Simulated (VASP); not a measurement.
A run of VASP 6.6.1 is set up as follows.

File INCAR:

```
ALGO = Normal
EDIFF = 1E-6
ENCUT = 520
GGA = PE
ISIF = 2
ISMEAR = -1
LASPH = T
LCHARG = T
LELF = T
LREAL = F
LVHAR = T
LWAVE = F
NBANDS = 35
NELM = 100
PREC = Accurate
SIGMA = 0.02
```

File KPOINTS:

```
k-points
0
Gamma
  12 12 2
```

File POSCAR:

```
WSe2
1.0
    3.2997376807      0.0000000000      0.0000000000
   -1.6498688403      2.8576566573      0.0000000000
    0.0000000000      0.0000000000     13.1496972339
W Se
2 4
Direct
    0.6666666667      0.3333333333      0.2500117670
    0.3333333333      0.6666666667      0.7499882330
    0.3333333333      0.6666666667      0.3766660282
    0.6666666667      0.3333333333      0.8766426526
    0.3333333333      0.6666666667      0.1233573474
    0.6666666667      0.3333333333      0.6233339718
```

Potentials or basis: VASP PAW PBE potentials, release 64 (W_sv, Se).

Launch:

```bash
$ cat potpaw_PBE.64/W_sv/POTCAR potpaw_PBE.64/Se/POTCAR > POTCAR
$ mpirun -np 1 vasp_std > vasp.out
```

Q: Estimate the band gap on the k mesh.

A: 1.04 eV (least direct gap 1.49 eV).

Q: Estimate the largest force.

A: 0.324 eV/Å.

Q: What does it give for the pressure?

A: 3.7 GPa.

Forces on the atoms (eV/Å):
```
W    0.000  0.000  0.000
W    0.000  0.000  0.000
Se   0.000  0.000  0.324
Se   0.000  0.000  0.324
Se   0.000  0.000 -0.324
Se   0.000  0.000 -0.324
```

Caveat: the cell stands under pressure; spin-orbit coupling is left out, which moves the levels of the heavy elements. A k mesh can miss the band edges.
